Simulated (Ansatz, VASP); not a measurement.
## Two plane-wave programs on H

INCAR

```
ALGO = Normal
EDIFF = 1E-7
EDIFFG = -0.001
ENCUT = 500
GGA = PE
GGA_COMPAT = F
IBRION = 2
ISIF = 3
ISMEAR = 0
LASPH = T
LCHARG = F
LREAL = F
LWAVE = F
NELM = 120
NELMIN = 4
NSW = 80
PREC = Accurate
SIGMA = 0.01
```

KPOINTS

```
k-points
0
Gamma
  8 8 8
```

File POSCAR:

```
H
1.0
   -1.8548681235      1.8548681235      2.2855637461
    1.8548681235     -1.8548681235      2.2855637461
    1.8548681235      1.8548681235     -2.2855637461
H
2
Direct
    0.9178910701      0.9178910701      0.0000000000
    0.0821089299      0.0821089299      0.0000000000
```

Input for Ansatz:

```yaml
crystal:
  lattice:
    - [-1.8548681235, 1.8548681235, 2.2855637461]
    - [1.8548681235, -1.8548681235, 2.2855637461]
    - [1.8548681235, 1.8548681235, -2.2855637461]
  atoms:
    - { symbol: H, position: [0.9178910701, 0.9178910701, 0.0] }
    - { symbol: H, position: [0.0821089299, 0.0821089299, 0.0] }
basis:
  ecutwfc: 420
kpoints:
  mp_grid: { grid: [8, 8, 8] }
hamiltonian:
  xc: pbe
scf:
  occupations: { method: fixed }
output:
  forces: true
  stress: true
  eigenvalues: true
relax:
  adjacent_minimum: "off"
  f_tol: 0.001
  max_steps: 60
  cell: { stress_tol: 0.01 }
```

Alike in both runs: task relaxation of cell and atoms; functional PBE; k mesh 8 × 8 × 8; no spin polarisation.

```csv
,VASP,Ansatz
version,VASP 6.6.1,Ansatz 0.2.0
potentials or method,"VASP PAW PBE potentials, release 64 (H), cutoff 500 eV","scalar-relativistic, plane waves, PAW"
occupations,"gaussian, width 0.01 eV",fixed
valence electrons in the cell,2,2
```

|  | VASP | Ansatz | Ansatz less VASP |
| --- | --- | --- | --- |
| gap on the k mesh at the Fermi level, each at its own relaxed structure (eV) | 9.13 | 9.29 | +0.165 |
| relaxed volume (Å³/atom) | 13.87 | 15.94 | +2.070 |
| relaxed cell length with the largest relative difference (Å) | 3.335 | 3.495 | +0.1600 |

One of these differences is far larger than is usual between the two programs; its cause wasn't traced.
